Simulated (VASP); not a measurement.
# CaSe (Pm-3m) in VASP: a series of runs

The runs below take CaSe through single point, with PBE, r2SCAN, LDA.

Everything below comes from runs of VASP 6.6.1. Logs are shortened: lines on timing, memory, paths and dates and some standing lists are left out, and cuts for length are marked.

## 1. The cell of the first run

Symmetry: Pm-3m, No. 221, cubic system. Conventional cell: a = 3.651 Å, b = 3.651 Å, c = 3.651 Å, α = 90.00°, β = 90.00°, γ = 90.00°. Ca (site symmetry m-3m) has 8 Se at 3.16 Å and 6 Ca at 3.65 Å within 4.2 Å. Within 4.2 Å of Se (site symmetry m-3m) lie 8 Ca at 3.16 Å and 6 Se at 3.65 Å.

## 2. Single point, PBE

INCAR

```
SYSTEM = CaSe
  PREC = Accurate
  ENCUT = 520
  EDIFF = 1E-6
  ISMEAR = -1
  SIGMA = 0.02
  LREAL = .False.
  LASPH = .True.
  NELM = 80
  ALGO = Normal
  ISIF = 2
  LWAVE = .False.
  LCHARG = .False.
  GGA = PE
  NBANDS = 15
```

KPOINTS

```
Automatic mesh
0
Gamma
  6 6 6
  0 0 0
```

POSCAR

```
CaSe
1.0
    3.6512355783      0.0000000000      0.0000000000
    0.0000000000      3.6512355783      0.0000000000
    0.0000000000      0.0000000000      3.6512355783
Ca Se
1 1
Direct
    0.0000000000      0.0000000000      0.0000000000
    0.5000000000      0.5000000000      0.5000000000
```

Potentials or basis: VASP PAW PBE potentials, release 64 (Ca_sv, Se).

The run is started by

```
cat potpaw_PBE.64/Ca_sv/POTCAR potpaw_PBE.64/Se/POTCAR > POTCAR
mpirun -np 1 vasp_std > vasp.out
```

OUTCAR:

```text
SYSTEM = CaSe
   PREC = Accurate
   ENCUT = 520
   EDIFF = 1E-6
   ISMEAR = -1
   LREAL = .False.
   LASPH = .True.
   NELM = 80
   ISIF = 2
   GGA = PE

 ion  position               nearest neighbor table
   1  0.000  0.000  0.000-
   2  0.500  0.500  0.500-

  LATTYP: Found a simple cubic cell.
 ALAT       =     3.6512355783

  Lattice vectors:

 A1 = (   3.6512355783,   0.0000000000,   0.0000000000)
 A2 = (   0.0000000000,   3.6512355783,   0.0000000000)
 A3 = (   0.0000000000,   0.0000000000,   3.6512355783)

Analysis of symmetry for initial positions (statically):
=====================================================================
 Subroutine PRICEL returns:
 Original cell was already a primitive cell.

 Routine SETGRP: Setting up the symmetry group for a
 simple cubic supercell.

 Subroutine GETGRP returns: Found 48 space group operations
 (whereof 48 operations were pure point group operations)
 out of a pool of 48 trial point group operations.

The static configuration has the point symmetry O_h .

Analysis of symmetry for dynamics (positions and initial velocities):
=====================================================================
 Subroutine PRICEL returns:
 Original cell was already a primitive cell.

 Routine SETGRP: Setting up the symmetry group for a
 simple cubic supercell.

 Subroutine GETGRP returns: Found 48 space group operations
 (whereof 48 operations were pure point group operations)
 out of a pool of 48 trial point group operations.

The dynamic configuration has the point symmetry O_h .

 Subroutine INISYM returns: Found 48 space group operations
 (whereof 48 operations are pure point group operations),
 and found     1 'primitive' translations

----------------------------------------------------------------------------------------

                                     Primitive cell

  volume of cell :      48.6765

  direct lattice vectors                    reciprocal lattice vectors
     3.651235578  0.000000000  0.000000000     0.273879890  0.000000000  0.000000000
     0.000000000  3.651235578  0.000000000     0.000000000  0.273879890  0.000000000
     0.000000000  0.000000000  3.651235578     0.000000000  0.000000000  0.273879890

  length of vectors
     3.651235578  3.651235578  3.651235578     0.273879890  0.273879890  0.273879890

[... 81 lines left out ...]
   ISIF   =      2    stress and relaxation
   ISYM   =      2    0-nonsym 1-usesym 2-fastsym
   POTIM  = 0.5000    time-step for ionic-motion
   TEBEG  =    0.0;   TEEND  =   0.0 temperature during run
   PSTRESS=    0.0 pullay stress
   NELECT =      16.0000    total number of electrons
   NUPDOWN=      -1.0000    fix difference up-down
   EMIN   =  10.00;   EMAX   =-10.00  energy-range for DOS
   EFERMI =   0.00;   METHOD = LEGACY
   ISMEAR =    -1;   SIGMA  =   0.02  broadening in eV -4-tet -1-fermi 0-gaus
   EFERMI_NEDOS =   21; number of points for ismear=-14 and -15
   IALGO  =     38    algorithm
   IMIX   =      4    mixing-type and parameters
     AMIX     =   0.40;   BMIX     =  1.00
     AMIX_MAG =   1.60;   BMIX_MAG =  1.00
  volume/ion in A,a.u.               =      24.34       164.24
  Fermi-wavevector in a.u.,A,eV,Ry     =   1.129818  2.135046 17.367668  1.276488
  Thomas-Fermi vector in A             =   2.266512
   LORBIT       =      0    0 simple, 1 ext, 2 COOP (PROOUT), +10 PAW based schemes
   GGA     = PE    functional components
   LHFCALC =     F    Hartree Fock is set to
   AEXX    =    0.0000 exact exchange contribution
   IVDW    =     0    specifies the selected vdW correction
   LEPSILON=     F    determine dielectric tensor
   LRPA    =     F    only Hartree local field effects (RPA)
 non-spin polarized calculation
  energy-cutoff  :      520.00
  volume of cell :       48.68
 maximum number of plane-waves:      1357
 NGX is ok and might be reduce to    28
   NGX = 13   NGY = 13   NGZ = 13

 number of electron      16.0000004 magnetization

 Free energy of the ion-electron system (eV)
  ---------------------------------------------------
  ext. energy  EPLUGINS =         0.00000000
  ---------------------------------------------------
  free energy    TOTEN  =        -8.79559848 eV

  energy without entropy =       -8.79559848  energy(sigma->0) =       -8.79559848

 E-fermi :   4.5332     XC(G=0):  -9.5233

 val. band max:        4.1390792989   @ k =   0.5000   0.5000   0.0000
 cond. band min:       4.9173293541   @ k =   0.5000   0.5000   0.0000
 fundamental gap:      0.7782500552
 Fermi energy:         4.5331654241

 k-point     1 :       0.0000    0.0000    0.0000
  band No.  band energies     occupation
      1     -37.2102      2.00000
      2     -18.1478      2.00000
      3     -18.1478      2.00000
      4     -18.1478      2.00000
      5      -8.8295      2.00000
      6       3.2853      2.00000
      7       3.2853      2.00000
      8       3.2853      2.00000
      9       5.2537      0.00000
     10       5.2537      0.00000
     11       6.1441      0.00000
     12       8.4891      0.00000
     13       8.4891      0.00000
     14       8.4891      0.00000
[... 329 lines left out ...]
      2     -18.2593      2.00000
      3     -18.2593      2.00000
      4     -18.2593      2.00000
      5      -7.2631      2.00000
      6       0.5083      2.00000
      7       0.5083      2.00000
      8       0.5083      2.00000
      9       7.9723      0.00000
     10       7.9723      0.00000
     11       7.9723      0.00000
     12       9.5153      0.00000
     13       9.5153      0.00000
     14       9.8533      0.00000
     15       9.8533      0.00000

------------------------ aborting loop because EDIFF is reached ----------------------------------------

  FORCE on cell =-STRESS in cart. coord.  units (eV):
  Direction    XX          YY          ZZ          XY          YZ          ZX
  --------------------------------------------------------------------------------------
  -------------------------------------------------------------------------------------
  Total        0.0448185      0.0448185      0.0448185      0.0000000     -0.0000000      0.0000000
  in kB        1.4751907      1.4751907      1.4751907      0.0000000     -0.0000000      0.0000000
  external PRESSURE =       1.4751907 kB  Pullay stress =       0.0000000 kB

 VOLUME and BASIS-vectors are now :
 -----------------------------------------------------------------------------
  energy-cutoff  :      520.00
  volume of cell :       48.68
      direct lattice vectors                 reciprocal lattice vectors
     3.651235578  0.000000000  0.000000000     0.273879890  0.000000000  0.000000000
     0.000000000  3.651235578  0.000000000     0.000000000  0.273879890  0.000000000
     0.000000000  0.000000000  3.651235578     0.000000000  0.000000000  0.273879890

 POSITION                                       TOTAL-FORCE (eV/Angst)
 -----------------------------------------------------------------------------------
      0.00000      0.00000      0.00000         0.000000      0.000000      0.000000
      1.82562      1.82562      1.82562         0.000000      0.000000      0.000000
 -----------------------------------------------------------------------------------
    total drift:                               -0.000000      0.000000      0.000000

  FREE ENERGIE OF THE ION-ELECTRON SYSTEM (eV)
  ---------------------------------------------------
  free  energy   TOTEN  =        -8.7955984847 eV

  energy  without entropy=       -8.7955984846  energy(sigma->0) =       -8.79559848
```

OSZICAR:

```text
N       E                     dE             d eps       ncg     rms          rms(c)
DAV:   1     0.104619044773E+03    0.10462E+03   -0.75938E+03   600   0.995E+02
DAV:   2    -0.440043045364E+01   -0.10902E+03   -0.10335E+03   719   0.246E+02
DAV:   3    -0.878768412601E+01   -0.43873E+01   -0.42597E+01   848   0.453E+01
DAV:   4    -0.895913882107E+01   -0.17145E+00   -0.17142E+00   816   0.833E+00
DAV:   5    -0.895992588902E+01   -0.78707E-03   -0.78703E-03   776   0.604E-01    0.448E+00
DAV:   6    -0.880641726216E+01    0.15351E+00   -0.15817E-01   705   0.247E+00    0.259E+00
DAV:   7    -0.879352146290E+01    0.12896E-01   -0.82890E-02   763   0.195E+00    0.850E-01
DAV:   8    -0.879563295390E+01   -0.21115E-02   -0.17733E-02   657   0.924E-01    0.136E-01
DAV:   9    -0.879548236972E+01    0.15058E-03   -0.10060E-03   776   0.305E-01    0.619E-02
DAV:  10    -0.879557785690E+01   -0.95487E-04   -0.25950E-04   635   0.114E-01    0.150E-02
DAV:  11    -0.879560066574E+01   -0.22809E-04   -0.40319E-05   693   0.489E-02    0.163E-02
DAV:  12    -0.879559913774E+01    0.15280E-05   -0.17584E-06   706   0.709E-03    0.787E-03
DAV:  13    -0.879559848467E+01    0.65307E-06   -0.15350E-06   689   0.783E-03
   1 F= -.87955985E+01 E0= -.87955985E+01  d E =-.829441E-10
```

It took 13 s on 1 thread of Intel Xeon Platinum 8259CL at 2.50GHz (Skylake/Cascade Lake), shared host; peak memory 0.16 GiB.

Results:

| Property | Result |
| --- | --- |
| Free energy | -8.7956 eV |
| Pressure | 0.1 GPa |
| Band gap on the k mesh | 0.78 eV |

A k mesh can miss the band edges.

## 3. Single point, r2SCAN

This run uses another cell than the first one, of 24.01 Å³/atom.

POSCAR

```
CaSe
1.0
    3.6347849047      0.0000000000      0.0000000000
    0.0000000000      3.6347849047      0.0000000000
    0.0000000000      0.0000000000      3.6347849047
Ca Se
1 1
Direct
    0.0000000000      0.0000000000      0.0000000000
    0.5000000000      0.5000000000      0.5000000000
```

INCAR.step1

```
  PREC = Accurate
  ENCUT = 520
  ISMEAR = -1
  SIGMA = 0.02
  LREAL = F
  LASPH = T
  NELM = 80
  NBANDS = 15
  GGA = PE
  ALGO = Normal
  EDIFF = 1E-4
  LWAVE = T
  LCHARG = F
```

INCAR.step2

```
  PREC = Accurate
  ENCUT = 520
  EDIFF = 1E-6
  ISMEAR = -1
  SIGMA = 0.02
  LREAL = F
  LASPH = T
  NELM = 80
  ALGO = Normal
  ISIF = 2
  LWAVE = F
  LCHARG = F
  METAGGA = R2SCAN
  LMIXTAU = T
  NBANDS = 15
  ISTART = 1
```

KPOINTS

```
Automatic mesh
0
Gamma
  6 6 6
```

Potentials or basis: VASP PAW PBE potentials, release 64 (Ca_sv, Se).

The run is started by

```
cat potpaw_PBE.64/Ca_sv/POTCAR potpaw_PBE.64/Se/POTCAR > POTCAR
cp INCAR.step1 INCAR
mpirun -np 1 vasp_std > vasp.out
cp INCAR.step2 INCAR
mpirun -np 1 vasp_std > vasp.out
```

Run time: 44 s. Hardware: 1 thread of Intel Xeon Platinum 8259CL at 2.50GHz (Skylake/Cascade Lake), shared host; peak memory 0.16 GiB.

The run converged. Its results:

```
Free energy            : -25.2201 eV
Pressure               : 0.2 GPa
Band gap on the k mesh : 1.24 eV
```

Levels at points of the mesh, in eV from the valence-band top:
```
           k point  band 4  band 5  band 6  band 7  band 8  band 9  band 10  band 11  band 12  band 13
(0.00, 0.00, 0.00)  -23.06  -13.48   -0.89   -0.89   -0.89    1.52     1.52     2.90     4.86     4.86
(0.50, 0.00, 0.00)  -23.04  -12.71   -4.95   -1.04   -1.04    2.49     5.14     5.28     5.37     5.81
(0.50, 0.50, 0.00)  -23.03  -12.38   -3.64   -3.64    0.00    1.24     3.48     3.62     3.62     5.84
(0.50, 0.50, 0.50)  -23.17  -11.78   -3.77   -3.77   -3.77    4.39     4.39     4.39     5.91     5.91
```

Caveat: the PAW data sets were made with another functional, which shifts forces and pressure a little. A k mesh can miss the band edges.

## 4. Single point, PBE

This run uses another cell than the first one, of 24.01 Å³/atom.

INCAR

```
  ALGO = Normal
  EDIFF = 1E-6
  ENCUT = 520
  GGA = PE
  ISIF = 2
  ISMEAR = -1
  LASPH = True
  LCHARG = False
  LREAL = False
  LWAVE = False
  NBANDS = 15
  NELM = 80
  PREC = Accurate
  SIGMA = 0.02
```

KPOINTS

```
k-points
0
Gamma
  8 8 8
```

POSCAR is that of step 3.

The run is started by

```
cat potpaw_PBE.64/Ca_sv/POTCAR potpaw_PBE.64/Se/POTCAR > POTCAR
mpirun -np 1 vasp_std > vasp.out
```

Wall time 19 s (1 thread of Intel Xeon Platinum 8259CL at 2.50GHz (Skylake/Cascade Lake), shared host); peak memory 0.17 GiB.

The run converged. Its results:

* Free energy: -8.8009 eV
* Pressure: 0.8 GPa
* Band gap on the k mesh: 0.76 eV

Levels at points of the mesh, in eV from the valence-band top:
```csv
k point,band 5,band 6,band 7,band 8,band 9,band 10,band 11,band 12
"(0.00, 0.00, 0.00)",-13.04,-0.87,-0.87,-0.87,1.09,1.09,2.09,4.38
"(0.50, 0.00, 0.00)",-12.30,-4.91,-1.05,-1.05,2.01,4.63,4.63,4.80
"(0.50, 0.50, 0.00)",-11.99,-3.56,-3.56,0.00,0.76,2.94,3.17,3.17
"(0.50, 0.50, 0.50)",-11.43,-3.70,-3.70,-3.70,3.85,3.85,3.85,5.43
```

A k mesh can miss the band edges.

## 5. Single point, LDA

This run uses another cell than the first one, of 24.01 Å³/atom.

INCAR

```
PREC = Accurate
ENCUT = 520
EDIFF = 1E-6
ISMEAR = 0
SIGMA = 0.01
LREAL = False
LASPH = True
NELM = 80
ALGO = Normal
ISIF = 2
LWAVE = False
LCHARG = False
NBANDS = 15
```

KPOINTS

```
regular mesh
0
Gamma
  8 8 8
```

POSCAR is that of step 4.

Potentials or basis: VASP PAW LDA potentials, release 64 (Ca_sv, Se).

The run is started by

```
cat potpaw_LDA.64/Ca_sv/POTCAR potpaw_LDA.64/Se/POTCAR > POTCAR
mpirun -np 1 vasp_std > vasp.out
```

It took 16 s on 1 thread of Intel Xeon Platinum 8259CL at 2.50GHz (Skylake/Cascade Lake), shared host; peak memory 0.15 GiB.

It converged, with:

```yaml
Free_energy: -9.9042 eV
Pressure: -3.7 GPa
Band_gap_on_the_k_mesh: 0.61 eV
```

Levels at points of the mesh, in eV from the valence-band top:
| k point | band 5 | band 6 | band 7 | band 8 | band 9 | band 10 | band 11 | band 12 |
| --- | --- | --- | --- | --- | --- | --- | --- | --- |
| (0.00, 0.00, 0.00) | -13.06 | -0.87 | -0.87 | -0.87 | 0.94 | 0.94 | 1.86 | 4.29 |
| (0.50, 0.00, 0.00) | -12.32 | -4.96 | -1.07 | -1.07 | 1.85 | 4.48 | 4.54 | 4.70 |
| (0.50, 0.50, 0.00) | -12.02 | -3.56 | -3.56 | 0.00 | 0.61 | 2.81 | 3.07 | 3.07 |
| (0.50, 0.50, 0.50) | -11.46 | -3.72 | -3.72 | -3.72 | 3.75 | 3.75 | 3.75 | 5.35 |

Caveat: the cell stands under tension.

## 6. The runs side by side

```tsv
level	potentials or basis	cell	k mesh	smearing	gap on the mesh (eV)	pressure (GPa)
PBE	VASP PAW PBE potentials, release 64 (Ca_sv, Se)	a = 3.651 Å, 2 atoms	6 × 6 × 6	fermi-dirac 0.02 eV	0.78	0.1
r2SCAN	VASP PAW PBE potentials, release 64 (Ca_sv, Se)	a = 3.635 Å, 2 atoms	6 × 6 × 6	fermi-dirac 0.02 eV	1.24	0.2
PBE	VASP PAW PBE potentials, release 64 (Ca_sv, Se)	a = 3.635 Å, 2 atoms	8 × 8 × 8	fermi-dirac 0.02 eV	0.76	0.8
LDA	VASP PAW LDA potentials, release 64 (Ca_sv, Se)	a = 3.635 Å, 2 atoms	8 × 8 × 8	gaussian 0.01 eV	0.61	-3.7
```

Alike in all rows: task single point; no spin polarisation; cutoff (eV) 520.

Caveats: the PAW data sets were made with another functional, which shifts forces and pressure a little (at least some runs); the cell stands under tension (at least some runs).

Absolute energies hang on the potentials; compare differences alone.
